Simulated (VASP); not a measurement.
Runs of VASP 6.6.1 on C. The structure is that of space group P6_3/mmc (No. 194), or close to it. The cells are those of the table. 

| task | cell | k mesh | cutoff (eV) | smearing | gap on the mesh (eV) | pressure (GPa) | relaxed volume (Å³/atom) |
| --- | --- | --- | --- | --- | --- | --- | --- |
| relaxation of cell and atoms | relaxed from a = 2.445, b = 2.445, c = 6.655 Å, angles 90.0, 90.0, 120.0°, 4 atoms | 18 × 18 × 6 | 600 | fermi-dirac 0.15 eV | none | 0.0 | 8.50 |
| single point | a = 2.445, b = 2.445, c = 6.646 Å, angles 90.0, 90.0, 120.0°, 4 atoms | 18 × 18 × 6 | 520 | fermi-dirac 0.15 eV | none | 0.8 | - |
| relaxation of cell and atoms | relaxed from a = 2.470, b = 2.470, c = 6.790 Å, angles 90.0, 90.0, 120.0°, 4 atoms | 12 × 12 × 4 | 600 | gaussian 0.1 eV | none | 0.0 | (a) |
| single point | a = 2.445, b = 2.445, c = 6.675 Å, angles 90.0, 90.0, 120.0°, 4 atoms | 12 × 12 × 4 | 520 | gaussian 0.1 eV | none | 0.6 | - |
| electric field gradients | a = 2.445, b = 2.445, c = 6.646 Å, angles 90.0, 90.0, 120.0°, 4 atoms | 18 × 18 × 6 | 520 | fermi-dirac 0.15 eV | none | 0.8 | - |

Alike in all rows: level LDA; potentials or basis VASP PAW LDA potentials, release 64 (C); no spin polarisation.

**Question.** Estimate the missing entries.

**Answer.** (a) 8.69.

A gap of «none» marks levels without a gap at the run's occupations.
